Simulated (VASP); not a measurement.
# NaCl (Fm-3m) in VASP: single point with r2SCAN

Aim: the single point of NaCl with r2SCAN.

Program: VASP 6.6.1. These are calculated values, not measurements. Logs are shortened: lines on timing, memory, paths and dates and some standing lists are left out, and cuts for length are marked.

### 1 The cell of the first run

It takes space group Fm-3m (No. 225, cubic). Conventional cell: a = 5.309 Å, b = 5.309 Å, c = 5.309 Å, α = 90.00°, β = 90.00°, γ = 90.00°. Na (site symmetry m-3m) has 6 Cl at 2.65 Å within 3.5 Å. Within 3.5 Å of Cl (site symmetry m-3m) lie 6 Na at 2.65 Å.

### 2 Single point, r2SCAN

Contents of POSCAR:

```
NaCl
1.0
    0.0000000000      2.6546605806      2.6546605806
    2.6546605806      0.0000000000      2.6546605806
    2.6546605806      2.6546605806      0.0000000000
Na Cl
1 1
Direct
    0.0000000000      0.0000000000      0.0000000000
    0.5000000000      0.5000000000      0.5000000000
```

Contents of INCAR.step1:

```
SYSTEM = NaCl
PREC = Accurate
ENCUT = 1250
ISMEAR = 0
SIGMA = 0.01
LREAL = .False.
LASPH = .True.
NELM = 120
NBANDS = 15
GGA = PE
ALGO = Normal
EDIFF = 1E-5
LWAVE = .True.
LCHARG = .False.
GGA_COMPAT = .False.
```

Contents of INCAR.step2:

```
SYSTEM = NaCl
PREC = Accurate
ENCUT = 1250
EDIFF = 1E-6
ISMEAR = 0
SIGMA = 0.01
LREAL = .False.
LASPH = .True.
NELM = 120
ALGO = Normal
ISIF = 2
LWAVE = .False.
LCHARG = .False.
METAGGA = R2SCAN
LMIXTAU = .True.
NBANDS = 15
ISTART = 1
GGA_COMPAT = .False.
```

Contents of KPOINTS:

```
regular mesh
0
Gamma
  8 8 8
  0 0 0
```

Potentials or basis: VASP PAW PBE potentials, release 64 (Na_sv, Cl).

Run with:

```
$ cat potpaw_PBE.64/Na_sv/POTCAR potpaw_PBE.64/Cl/POTCAR > POTCAR
$ cp INCAR.step1 INCAR
$ mpirun -np 1 vasp_std > vasp.out
$ cp INCAR.step2 INCAR
$ mpirun -np 1 vasp_std > vasp.out
```

OUTCAR:

```text
SYSTEM = NaCl
   PREC = Accurate
   ENCUT = 1250
   EDIFF = 1E-6
   ISMEAR = 0
   LREAL = .False.
   LASPH = .True.
   NELM = 120
   ISIF = 2
   METAGGA = R2SCAN
   ISTART = 1

 ion  position               nearest neighbor table
   1  0.000  0.000  0.000-
   2  0.500  0.500  0.500-

  LATTYP: Found a face centered cubic cell.
 ALAT       =     5.3093211612

  Lattice vectors:

 A1 = (   0.0000000000,   2.6546605806,   2.6546605806)
 A2 = (   2.6546605806,   0.0000000000,   2.6546605806)
 A3 = (   2.6546605806,   2.6546605806,   0.0000000000)

Analysis of symmetry for initial positions (statically):
=====================================================================
 Subroutine PRICEL returns:
 Original cell was already a primitive cell.

 Routine SETGRP: Setting up the symmetry group for a
 face centered cubic supercell.

 Subroutine GETGRP returns: Found 48 space group operations
 (whereof 48 operations were pure point group operations)
 out of a pool of 48 trial point group operations.

The static configuration has the point symmetry O_h .

Analysis of symmetry for dynamics (positions and initial velocities):
=====================================================================
 Subroutine PRICEL returns:
 Original cell was already a primitive cell.

 Routine SETGRP: Setting up the symmetry group for a
 face centered cubic supercell.

 Subroutine GETGRP returns: Found 48 space group operations
 (whereof 48 operations were pure point group operations)
 out of a pool of 48 trial point group operations.

The dynamic configuration has the point symmetry O_h .

 Subroutine INISYM returns: Found 48 space group operations
 (whereof 48 operations are pure point group operations),
 and found     1 'primitive' translations

----------------------------------------------------------------------------------------

                                     Primitive cell

  volume of cell :      37.4160

  direct lattice vectors                    reciprocal lattice vectors
     0.000000000  2.654660581  2.654660581    -0.188347996  0.188347996  0.188347996
     2.654660581  0.000000000  2.654660581     0.188347996 -0.188347996  0.188347996
     2.654660581  2.654660581  0.000000000     0.188347996  0.188347996 -0.188347996

  length of vectors
     3.754256997  3.754256997  3.754256997     0.326228298  0.326228298  0.326228298

  position of ions in fractional coordinates (direct lattice)
     0.000000000  0.000000000  0.000000000
     0.500000000  0.500000000  0.500000000

[... 87 lines left out ...]
   NELECT =      16.0000    total number of electrons
   NUPDOWN=      -1.0000    fix difference up-down
   EMIN   =  10.00;   EMAX   =-10.00  energy-range for DOS
   EFERMI =   0.00;   METHOD = LEGACY
   ISMEAR =     0;   SIGMA  =   0.01  broadening in eV -4-tet -1-fermi 0-gaus
   EFERMI_NEDOS =   21; number of points for ismear=-14 and -15
   IALGO  =     38    algorithm
   IMIX   =      4    mixing-type and parameters
     AMIX     =   0.40;   BMIX     =  1.00
     AMIX_MAG =   1.60;   BMIX_MAG =  1.00
  volume/ion in A,a.u.               =      18.71       126.25
  Fermi-wavevector in a.u.,A,eV,Ry     =   1.233377  2.330744 20.697437  1.521219
  Thomas-Fermi vector in A             =   2.368110
   LORBIT       =      0    0 simple, 1 ext, 2 COOP (PROOUT), +10 PAW based schemes
   METAGGA = R2SCAN    functional components
   LHFCALC =     F    Hartree Fock is set to
   AEXX    =    0.0000 exact exchange contribution
   IVDW    =     0    specifies the selected vdW correction
   LEPSILON=     F    determine dielectric tensor
   LRPA    =     F    only Hartree local field effects (RPA)
 non-spin polarized calculation
 Gauss-broadening in eV      SIGMA  =   0.01
  energy-cutoff  :     1250.00
  volume of cell :       37.42
 maximum number of plane-waves:      3812
 NGX is ok and might be reduce to    48
   NGX = 21   NGY = 21   NGZ = 21

 number of electron      16.0000001 magnetization

 Free energy of the ion-electron system (eV)
  ---------------------------------------------------
  ext. energy  EPLUGINS =         0.00000000
  ---------------------------------------------------
  free energy    TOTEN  =       -13.65313390 eV

  energy without entropy =      -13.65313390  energy(sigma->0) =      -13.65313390

 E-fermi :   0.3788     XC(G=0):  -9.3706

 val. band max:        0.2884878385   @ k =   0.0000   0.0000   0.0000
 cond. band min:       7.0456972555   @ k =   0.0000   0.0000   0.0000
 fundamental gap:      6.7572094171
 Fermi energy:         0.3787760075

 k-point     1 :       0.0000    0.0000    0.0000
  band No.  band energies     occupation
      1     -50.5186      2.00000
      2     -20.9427      2.00000
      3     -20.9427      2.00000
      4     -20.9427      2.00000
      5     -13.4267      2.00000
      6       0.2885      2.00000
      7       0.2885      2.00000
      8       0.2885      2.00000
      9       7.0457      0.00000
     10      12.2488      0.00000
     11      12.2488      0.00000
     12      12.2488      0.00000
     13      14.8070      0.00000
     14      14.8070      0.00000
[... 401 lines left out ...]
      2     -20.9956      2.00000
      3     -20.9589      2.00000
      4     -20.9511      2.00000
      5     -12.8051      2.00000
      6      -1.9145      2.00000
      7      -0.7693      2.00000
      8      -0.2985      2.00000
      9       9.7736      0.00000
     10      11.2694      0.00000
     11      12.3180      0.00000
     12      13.5183      0.00000
     13      16.4980      0.00000
     14      18.2407      0.00000
     15      19.0371      0.00000

 [... further k-points ...]

------------------------ aborting loop because EDIFF is reached ----------------------------------------

  FORCE on cell =-STRESS in cart. coord.  units (eV):
  Direction    XX          YY          ZZ          XY          YZ          ZX
  --------------------------------------------------------------------------------------
  -------------------------------------------------------------------------------------
  Total        1.5333223      1.5333223      1.5333223     -0.0000000      0.0000000      0.0000000
  in kB       65.6579059     65.6579059     65.6579059     -0.0000000      0.0000000      0.0000000
  external PRESSURE =      65.6579059 kB  Pullay stress =       0.0000000 kB

 VOLUME and BASIS-vectors are now :
 -----------------------------------------------------------------------------
  energy-cutoff  :     1250.00
  volume of cell :       37.42
      direct lattice vectors                 reciprocal lattice vectors
     0.000000000  2.654660581  2.654660581    -0.188347996  0.188347996  0.188347996
     2.654660581  0.000000000  2.654660581     0.188347996 -0.188347996  0.188347996
     2.654660581  2.654660581  0.000000000     0.188347996  0.188347996 -0.188347996

 POSITION                                       TOTAL-FORCE (eV/Angst)
 -----------------------------------------------------------------------------------
      0.00000      0.00000      0.00000         0.000000      0.000000      0.000000
      2.65466      2.65466      2.65466         0.000000      0.000000     -0.000000
 -----------------------------------------------------------------------------------
    total drift:                               -0.000000     -0.000000     -0.000000

  FREE ENERGIE OF THE ION-ELECTRON SYSTEM (eV)
  ---------------------------------------------------
  free  energy   TOTEN  =       -13.6531339033 eV

  energy  without entropy=      -13.6531339033  energy(sigma->0) =      -13.65313390
```

OSZICAR.step1:

```text
N       E                     dE             d eps       ncg     rms          rms(c)
DAV:   1     0.211777006347E+03    0.21178E+03   -0.12718E+04   870   0.197E+03
DAV:   2     0.483749990530E+01   -0.20694E+03   -0.18132E+03  1066   0.386E+02
DAV:   3    -0.644217089754E+01   -0.11280E+02   -0.11207E+02  1147   0.926E+01
DAV:   4    -0.675325642097E+01   -0.31109E+00   -0.31099E+00  1105   0.156E+01
DAV:   5    -0.677265389743E+01   -0.19397E-01   -0.19397E-01  1315   0.266E+00    0.233E+00
DAV:   6    -0.660052754730E+01    0.17213E+00   -0.20485E-01   989   0.287E+00    0.172E+00
DAV:   7    -0.658804096032E+01    0.12487E-01   -0.69544E-02  1171   0.156E+00    0.116E+00
DAV:   8    -0.659268547485E+01   -0.46445E-02   -0.89336E-03   979   0.931E-01    0.280E-01
DAV:   9    -0.659255817134E+01    0.12730E-03   -0.24102E-04  1157   0.179E-01    0.793E-02
DAV:  10    -0.659264070177E+01   -0.82530E-04   -0.92595E-05  1003   0.753E-02    0.870E-03
DAV:  11    -0.659264663673E+01   -0.59350E-05   -0.69834E-06  1015   0.299E-02
   1 F= -.65926466E+01 E0= -.65926466E+01  d E =-.229115E-50
```

It took 3.1 min on 1 thread of Intel Xeon Platinum 8259CL at 2.50GHz (Skylake/Cascade Lake), shared host; peak memory 0.38 GiB.

Results:

```
Free energy            : -13.6531 eV
Pressure               : 6.6 GPa
Band gap on the k mesh : 6.76 eV
```

Caveat: the cell stands under pressure; the PAW data sets were made with another functional, which shifts forces and pressure a little.
